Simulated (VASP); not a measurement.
A run of VASP 6.6.1 is set up as follows.

Contents of POSCAR:

```
GaAs
1.0
    0.0000000000      2.8330850947      2.8330850947
    2.8330850947      0.0000000000      2.8330850947
    2.8330850947      2.8330850947      0.0000000000
Ga As
1 1
Direct
    0.0000000000      0.0000000000      0.0000000000
    0.2500000000      0.2500000000      0.2500000000
```

File INCAR.step1:

```
SYSTEM = GaAs
  PREC = Accurate
  ENCUT = 520
  EDIFF = 1E-5
  ISMEAR = 0
  SIGMA = 0.01
  LREAL = .FALSE.
  LASPH = .TRUE.
  NELM = 100
  ALGO = Normal
  ISIF = 2
  LWAVE = .TRUE.
  LCHARG = .FALSE.
  NBANDS = 16
  GGA = PE
```

File INCAR.step2:

```
SYSTEM = GaAs
  PREC = Accurate
  ENCUT = 520
  EDIFF = 1E-6
  ISMEAR = 0
  SIGMA = 0.01
  LREAL = .FALSE.
  LASPH = .TRUE.
  NELM = 100
  ALGO = Normal
  ISIF = 2
  LWAVE = .FALSE.
  LCHARG = .FALSE.
  GGA = PE
  LHFCALC = .TRUE.
  AEXX = 0.2
  HFSCREEN = 0.2078
  PRECFOCK = Normal
  NBANDS = 16
  ISTART = 1
```

The input KPOINTS:

```
regular mesh
0
G
  4 4 4
  0 0 0
```

Potentials or basis: VASP PAW PBE potentials, release 64 (Ga_d, As).

Command:

```bash
$ cat potpaw_PBE.64/Ga_d/POTCAR potpaw_PBE.64/As/POTCAR > POTCAR
$ cp INCAR.step1 INCAR
$ mpirun -np 1 vasp_std > vasp.out
$ cp INCAR.step2 INCAR
$ mpirun -np 1 vasp_std > vasp.out
```

Q: Predict the band gap on the k mesh.

A: 1.21 eV.

Q: What does it give for the pressure?

A: 1.3 GPa.

Caveat: the k points lie up to 0.48 Å⁻¹ apart; the PAW data sets were made with another functional, which shifts forces and pressure a little. A k mesh can miss the band edges.
